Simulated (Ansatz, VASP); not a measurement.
## One calculation of Ru, two programs

```
Ru
1.0
     2.67753    0.00000    0.00000
    -1.33877    2.31881    0.00000
     0.00000    0.00000    4.21813
Ru
2
Direct
  0.33333 0.66667 0.25000
  0.66667 0.33333 0.75000
```

Alike in both runs: task single point; functional LDA; k mesh 19 × 19 × 11; occupations fermi-dirac, width 0.1 eV; no spin polarisation.

```csv
,VASP,Ansatz
version,VASP 6.6.1,Ansatz 0.2.0
potentials or method,"VASP PAW LDA potentials, release 64 (Ru_pv), cutoff 520 eV","plane waves (420 eV) with PAW, scalar-relativistic"
valence electrons in the cell,28,32
```

|  | VASP | Ansatz | Ansatz less VASP |
| --- | --- | --- | --- |
| pressure (GPa) | 1.0 | 0.0 | -1.01 |
| traceless stress, the component that is largest in VASP (GPa) | 0.61 | 0.55 | -0.064 |

Ansatz warns that its potentials were made for another functional, while VASP's fit it. LDA's correlation is that of Perdew and Zunger in VASP and of Perdew and Wang (1992) in Ansatz. VASP's potentials hold 28 valence electrons a cell and Ansatz's 32, so a difference there can come from the potentials and not from the codes.
